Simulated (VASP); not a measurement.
# Rh in VASP: notebook

The runs below take Rh through electric field gradients, with PBE.

Program: VASP 6.6.1. These are calculated values, not measurements. Logs are shortened: lines on timing, memory, paths and dates and some standing lists are left out, and cuts for length are marked.

## Step 1: The cell of the first run

The structure is cubic, space group Fd-3m (No. 227). Conventional cell: a = 5.199 Å, b = 5.199 Å, c = 5.199 Å, α = 90.00°, β = 90.00°, γ = 90.00°. Within 3.0 Å of Rh (site symmetry -43m) lie 4 Rh at 2.25 Å.

## Step 2: Electric field gradients, PBE

The input, INCAR:

```
SYSTEM = Rh
PREC     = Accurate       ! precision mode
ENCUT    = 520            ! plane-wave cutoff, eV
EDIFF    = 1E-8           ! SCF threshold, eV
ISMEAR   = -1             ! smearing method
SIGMA    = 0.05           ! smearing width, eV
LREAL    = .False.        ! projectors in reciprocal space
LASPH    = .True.         ! aspherical terms in the spheres
NELM     = 80             ! most SCF steps
ALGO     = Normal         ! electronic algorithm
ISIF     = 2              ! what is computed and relaxed
LWAVE    = .False.        ! write WAVECAR
LCHARG   = .False.        ! write CHGCAR
GGA      = PE             ! functional
LEFG     = .True.       
NBANDS   = 22             ! bands
```

The input, KPOINTS:

```
regular mesh
0
Gamma
  10 10 10
  0 0 0
```

The input, POSCAR:

```
Rh
1.0
    0.0000000000      2.5993341490      2.5993341490
    2.5993341490      0.0000000000      2.5993341490
    2.5993341490      2.5993341490      0.0000000000
Rh
2
Direct
   -0.1250000000     -0.1250000000     -0.1250000000
    0.1250000000      0.1250000000      0.1250000000
```

Potentials or basis: VASP PAW PBE potentials, release 64 (Rh_pv).

Run with:

```
> cat potpaw_PBE.64/Rh_pv/POTCAR > POTCAR
> mpirun -np 1 vasp_std > vasp.out
```

OUTCAR:

```text
SYSTEM = Rh
   PREC = Accurate
   ENCUT = 520
   EDIFF = 1E-8
   ISMEAR = -1
   LREAL = .False.
   LASPH = .True.
   NELM = 80
   ISIF = 2
   GGA = PE

 ion  position               nearest neighbor table
   1  0.875  0.875  0.875-   2 2.25   2 2.25   2 2.25   2 2.25
   2  0.125  0.125  0.125-   1 2.25   1 2.25   1 2.25   1 2.25

  LATTYP: Found a face centered cubic cell.
 ALAT       =     5.1986682980

  Lattice vectors:

 A1 = (   0.0000000000,   2.5993341490,   2.5993341490)
 A2 = (   2.5993341490,   0.0000000000,   2.5993341490)
 A3 = (   2.5993341490,   2.5993341490,   0.0000000000)

Analysis of symmetry for initial positions (statically):
=====================================================================
 Subroutine PRICEL returns:
 Original cell was already a primitive cell.

 Routine SETGRP: Setting up the symmetry group for a
 face centered cubic supercell.

 Subroutine GETGRP returns: Found 48 space group operations
 (whereof 12 operations were pure point group operations)
 out of a pool of 48 trial point group operations.

The static configuration has the point symmetry D_3d.
 The point group associated with its full space group is O_h .

Analysis of symmetry for dynamics (positions and initial velocities):
=====================================================================
 Subroutine PRICEL returns:
 Original cell was already a primitive cell.

 Routine SETGRP: Setting up the symmetry group for a
 face centered cubic supercell.

 Subroutine GETGRP returns: Found 48 space group operations
 (whereof 12 operations were pure point group operations)
 out of a pool of 48 trial point group operations.

The dynamic configuration has the point symmetry D_3d.
 The point group associated with its full space group is O_h .

 Subroutine INISYM returns: Found 48 space group operations
 (whereof 12 operations are pure point group operations),
 and found     1 'primitive' translations

----------------------------------------------------------------------------------------

                                     Primitive cell

  volume of cell :      35.1250

  direct lattice vectors                    reciprocal lattice vectors
     0.000000000  2.599334149  2.599334149    -0.192356954  0.192356954  0.192356954
     2.599334149  0.000000000  2.599334149     0.192356954 -0.192356954  0.192356954
     2.599334149  2.599334149  0.000000000     0.192356954  0.192356954 -0.192356954

  length of vectors
     3.676013607  3.676013607  3.676013607     0.333172018  0.333172018  0.333172018

  position of ions in fractional coordinates (direct lattice)
     0.875000000  0.875000000  0.875000000
     0.125000000  0.125000000  0.125000000

  ion indices of the primitive-cell ions
   primitive index   ion index
                 1           1
                 2           2

----------------------------------------------------------------------------------------

 KPOINTS: regular mesh

Automatic generation of k-mesh.
 Grid dimensions read from file:
 generate k-points for:   10   10   10

 Generating k-lattice:

  Cartesian coordinates                     Fractional coordinates (reciprocal lattice)
    -0.019235695  0.019235695  0.019235695     0.100000000  0.000000000  0.000000000
     0.019235695 -0.019235695  0.019235695     0.000000000  0.100000000  0.000000000
     0.019235695  0.019235695 -0.019235695     0.000000000  0.000000000  0.100000000

  Length of vectors
     0.033317202  0.033317202  0.033317202

  Shift w.r.t. Gamma in fractional coordinates (k-lattice)
     0.000000000  0.000000000  0.000000000

 Subroutine IBZKPT returns following result:
 ===========================================

 Found     47 irreducible k-points:

 Following reciprocal coordinates:
            Coordinates               Weight
  0.000000  0.000000  0.000000      1.000000
  0.100000  0.000000  0.000000      8.000000
  0.200000  0.000000  0.000000      8.000000
  0.300000  0.000000  0.000000      8.000000
  0.400000  0.000000  0.000000      8.000000
  0.500000  0.000000  0.000000      4.000000
[... 16 lines left out ...]
  0.300000  0.300000  0.000000      6.000000
  0.400000  0.300000  0.000000     24.000000
 [... further k-points ...]
   k-points           NKPTS =     47   k-points in BZ     NKDIM =     47   number of bands    NBANDS=     22
   number of dos      NEDOS =    301   number of ions     NIONS =      2
   total plane-waves  NPLWV =  21952
   dimension x,y,z NGX =    28 NGY =   28 NGZ =   28
   dimension x,y,z NGXF=    56 NGYF=   56 NGZF=   56
   ions per type =               2
   NGX,Y,Z   is equivalent  to a cutoff of  12.66, 12.66, 12.66 a.u.
   NGXF,Y,Z  is equivalent  to a cutoff of  25.33, 25.33, 25.33 a.u.
 SYSTEM =  Rh
   PREC   = accura    normal or accurate (medium, high low for compatibility)
   ISTART =      0    job   : 0-new  1-cont  2-samecut
   ICHARG =      2    charge: 1-file 2-atom 10-const
   ISPIN  =      1    spin polarized calculation?
   LNONCOLLINEAR =      F non collinear calculations
   LSORBIT =      F    spin-orbit coupling
   LASPH  =      T    aspherical Exc in radial PAW
   ENCUT  =  520.0 eV  38.22 Ry    6.18 a.u.   6.83  6.83  6.83*2*pi/ulx,y,z
   NELM   =     80;   NELMIN=  2; NELMDL= -5     # of ELM steps
   EDIFF  = 0.1E-07   stopping-criterion for ELM
   LREAL  =      F    real-space projection
   EDIFFG = 0.1E-06   stopping-criterion for IOM
   NSW    =      0    number of steps for IOM
   IBRION =     -1    ionic relax: 0-MD 1-quasi-New 2-CG
   NFREE  =      0    steps in history (QN), initial steepest desc. (CG)
   ISIF   =      2    stress and relaxation
   ISYM   =      2    0-nonsym 1-usesym 2-fastsym
   POTIM  = 0.5000    time-step for ionic-motion
   TEBEG  =    0.0;   TEEND  =   0.0 temperature during run
   PSTRESS=    0.0 pullay stress
   NELECT =      30.0000    total number of electrons
   NUPDOWN=      -1.0000    fix difference up-down
   EMIN   =  10.00;   EMAX   =-10.00  energy-range for DOS
   EFERMI =   0.00;   METHOD = LEGACY
   ISMEAR =    -1;   SIGMA  =   0.05  broadening in eV -4-tet -1-fermi 0-gaus
   EFERMI_NEDOS =   21; number of points for ismear=-14 and -15
   IALGO  =     38    algorithm
   IMIX   =      4    mixing-type and parameters
     AMIX     =   0.40;   BMIX     =  1.00
     AMIX_MAG =   1.60;   BMIX_MAG =  1.00
  volume/ion in A,a.u.               =      17.56       118.52
  Fermi-wavevector in a.u.,A,eV,Ry     =   1.553256  2.935229 32.825488  2.412605
  Thomas-Fermi vector in A             =   2.657513
   LORBIT       =      0    0 simple, 1 ext, 2 COOP (PROOUT), +10 PAW based schemes
   GGA     = PE    functional components
   LHFCALC =     F    Hartree Fock is set to
   AEXX    =    0.0000 exact exchange contribution
   IVDW    =     0    specifies the selected vdW correction
   LEPSILON=     F    determine dielectric tensor
   LRPA    =     F    only Hartree local field effects (RPA)
 non-spin polarized calculation
  energy-cutoff  :      520.00
  volume of cell :       35.12
 maximum number of plane-waves:       960
   NGX = 13   NGY = 13   NGZ = 13

 number of electron      29.9999987 magnetization

 Free energy of the ion-electron system (eV)
  ---------------------------------------------------
  ext. energy  EPLUGINS =         0.00000000
  ---------------------------------------------------
  free energy    TOTEN  =       -11.67158575 eV

  energy without entropy =      -11.64985170  energy(sigma->0) =      -11.66071872

 E-fermi :   8.7673     XC(G=0): -12.1288

 val. band max:        8.7514437110   @ k =   0.5000   0.3000   0.1000
 cond. band min:       8.7746934379   @ k =  -0.4000   0.1000   0.0000
 fundamental gap:      0.0232497270
 Fermi energy:         8.7672757735

 k-point     1 :       0.0000    0.0000    0.0000
  band No.  band energies     occupation
      1     -39.0832      2.00000
      2     -39.0832      2.00000
      3     -39.0832      2.00000
      4     -38.0833      2.00000
      5     -38.0833      2.00000
      6     -38.0833      2.00000
[... 14 lines left out ...]
     21      22.2181      0.00000
     22      22.8769      0.00000
[... 552 lines left out ...]
  band No.  band energies     occupation
      1     -39.2683      2.00000
      2     -39.2596      2.00000
      3     -38.8215      2.00000
      4     -38.3594      2.00000
      5     -37.8965      2.00000
      6     -37.8891      2.00000
[... 14 lines left out ...]
     21      19.9913      0.00000
     22      21.6617      0.00000

 [... further k-points ...]

------------------------ aborting loop because EDIFF is reached ----------------------------------------

  FORCE on cell =-STRESS in cart. coord.  units (eV):
  Direction    XX          YY          ZZ          XY          YZ          ZX
  --------------------------------------------------------------------------------------
  -------------------------------------------------------------------------------------
  Total        7.8129515      7.8129515      7.8129515     -0.0000000     -0.0000000      0.0000000
  in kB      356.3767618    356.3767618    356.3767618     -0.0000000     -0.0000000      0.0000000
  external PRESSURE =     356.3767618 kB  Pullay stress =       0.0000000 kB

 VOLUME and BASIS-vectors are now :
 -----------------------------------------------------------------------------
  energy-cutoff  :      520.00
  volume of cell :       35.12
      direct lattice vectors                 reciprocal lattice vectors
     0.000000000  2.599334149  2.599334149    -0.192356954  0.192356954  0.192356954
     2.599334149  0.000000000  2.599334149     0.192356954 -0.192356954  0.192356954
     2.599334149  2.599334149  0.000000000     0.192356954  0.192356954 -0.192356954

 POSITION                                       TOTAL-FORCE (eV/Angst)
 -----------------------------------------------------------------------------------
      4.54883      4.54883      4.54883        -0.000000      0.000000     -0.000000
      0.64983      0.64983      0.64983         0.000000     -0.000000      0.000000
 -----------------------------------------------------------------------------------
    total drift:                                0.000000     -0.000000     -0.000000

  FREE ENERGIE OF THE ION-ELECTRON SYSTEM (eV)
  ---------------------------------------------------
  free  energy   TOTEN  =       -11.6715857514 eV

  energy  without entropy=      -11.6498516962  energy(sigma->0) =      -11.66071872

 Electric field gradients (V/A^2)
---------------------------------------------------------------------
 ion       V_xx      V_yy      V_zz      V_xy      V_xz      V_yz
---------------------------------------------------------------------
   1       0.000    -0.000     0.000     0.001     0.001     0.001
   2      -0.000    -0.000     0.000     0.001     0.001     0.001
---------------------------------------------------------------------

 Electric field gradients after diagonalization (V/A^2)
 (convention: |V_zz| > |V_xx| > |V_yy|)
----------------------------------------------------------------------
 ion       V_xx      V_yy      V_zz     asymmetry (V_yy - V_xx)/ V_zz
----------------------------------------------------------------------
   1      -0.001    -0.001     0.003       0.000
   2      -0.001    -0.001     0.003       0.000
----------------------------------------------------------------------

           NMR quadrupolar parameters

 Cq : quadrupolar parameter    Cq=e*Q*V_zz/h
 eta: asymmetry parameters     (V_yy - V_xx)/ V_zz
 Q  : nuclear electric quadrupole moment in mb (millibarn)
----------------------------------------------------------------------
 ion       Cq(MHz)       eta       Q (mb)
----------------------------------------------------------------------
   1       0.000       0.000       1.000
   2       0.000       0.000       1.000
----------------------------------------------------------------------
```

It took 41 s on 1 thread of Intel Xeon 6975P-C, shared host; peak memory 0.17 GiB.

Results:

```yaml
Free_energy: -11.6716 eV
Pressure: 35.6 GPa
Band_gap_on_the_k_mesh: zero (band 15 reaches 9.62 eV, above the bottom of band 16 at 8.06 eV)
```

Caveat: without QUAD_EFG the Cq values of the log hold for a quadrupole moment of 1 mb, not for the nuclei.

(Continued in part 2 of 2.)
